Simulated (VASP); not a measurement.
## Ir: single point with PBEsol+D4

The system is Ir, a slab with vacuum.

```
CELL_PARAMETERS angstrom
0.00000 5.41295 0.00000
-4.68776 -2.70648 0.00000
0.00000 0.00000 32.42210
ATOMIC_POSITIONS crystal
Ir 0.00000 0.00000 0.33927
Ir 0.00000 0.50000 0.33927
Ir 0.50000 0.00000 0.33927
Ir 0.50000 0.50000 0.33927
Ir 0.33315 0.16594 0.40534
Ir 0.33279 0.66685 0.40534
Ir 0.83333 0.16667 0.40588
Ir 0.83406 0.66721 0.40534
Ir 0.66969 0.33456 0.47155
Ir 0.66544 0.83512 0.47155
Ir 0.16488 0.33031 0.47155
Ir 0.16667 0.83333 0.47389
```

- Program: VASP 6.6.1
- Task: single point
- Functional: PBEsol
- Dispersion: D4
- Potentials or basis: VASP PAW PBE potentials, release 64 (Ir)
- Cutoff: 400 eV
- k mesh: 9 × 9 × 1
- Occupations: methfessel-paxton, width 0.1 eV
- Spin: no spin polarisation
- Dipole correction: yes
- Further INCAR settings: ALGO = Normal; EDIFF = 1e-06; NBANDS = 66; NELMDL = -8

The largest force is 0.895 eV/Å. The band gap on the k mesh is zero (bands 54 and 55 overlap by 1.14 eV) and the dispersion energy per atom is -0.353 eV.

Forces in eV/Å, atoms in the order of the input:
```
Ir  -0.021 -0.037 -0.026
Ir   0.043  0.001 -0.026
Ir  -0.022  0.037 -0.026
Ir   0.000  0.000  0.085
Ir   0.007  0.006  0.269
Ir   0.002 -0.009  0.269
Ir   0.000  0.000 -0.292
Ir  -0.009  0.003  0.269
Ir   0.008 -0.176  0.125
Ir   0.148  0.095  0.125
Ir  -0.156  0.081  0.125
Ir   0.000  0.000 -0.895
```

Levels at points of the mesh, in eV from the Fermi level:
| k point | band 51 | band 52 | band 53 | band 54 | band 55 | band 56 | band 57 | band 58 |
| --- | --- | --- | --- | --- | --- | --- | --- | --- |
| (0.00, 0.00, 0.00) | 0.53 | 0.53 | 0.57 | 0.74 | 0.74 | 0.92 | 0.93 | 0.93 |

It took 50 min on 1 thread of Intel(R) Xeon(R) Platinum 8259CL CPU @ 2.50GHz (Skylake/Cascade Lake), on a shared host, peak memory 0.78 GiB.

Caveat: the PAW data sets were made with another functional, which shifts forces and pressure a little; spin-orbit coupling is left out, which moves the levels of the heavy elements.
